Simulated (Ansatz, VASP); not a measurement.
Co in VASP and in Ansatz

```
Co
1.0
     2.47240    0.00000    0.00000
    -1.23620    2.14116    0.00000
     0.00000    0.00000    4.01631
Co
2
Direct
  0.33333 0.66667 0.25000
  0.66667 0.33333 0.75000
```

Alike in both runs: task single point; functional r2SCAN; k mesh 20 × 20 × 12; occupations gaussian, width 0.05 eV; collinear spin.

|  | VASP | Ansatz |
| --- | --- | --- |
| version | VASP 6.6.1 | Ansatz 0.2.0 |
| potentials or method | VASP PAW PBE potentials, release 64 (Co), cutoff 520 eV | scalar-relativistic, plane waves, PAW |
| valence electrons in the cell | 18 | 34 |

VASP gave:

```
gap on the k mesh at the Fermi level (eV)                     : none
pressure (GPa)                                                : 5.7
traceless stress, the component that is largest in VASP (GPa) : 18.58
net moment per atom (μB)                                      : 0.00
size of the moment on the site where the two differ most (μB) : 1.72
```

**Question.** What did Ansatz give for the same quantities?

**Answer.** gap on the k mesh at the Fermi level (eV): none; pressure (GPa): 5.8; traceless stress, the component that is largest in VASP (GPa): 18.90; net moment per atom (μB): 0.00; size of the moment on the site where the two differ most (μB): 1.74.

VASP's potentials were made for PBE, not for r2SCAN. Site moments also hang on the region over which each program counts them. A gap of «none» marks a metal or a gap that the smearing closes. With one functional, cell and mesh, what is left measures potentials, basis and numerics. VASP's potentials hold 18 valence electrons a cell and Ansatz's 34, so a difference there can come from the potentials and not from the codes. Ansatz's warnings: stability check not made.
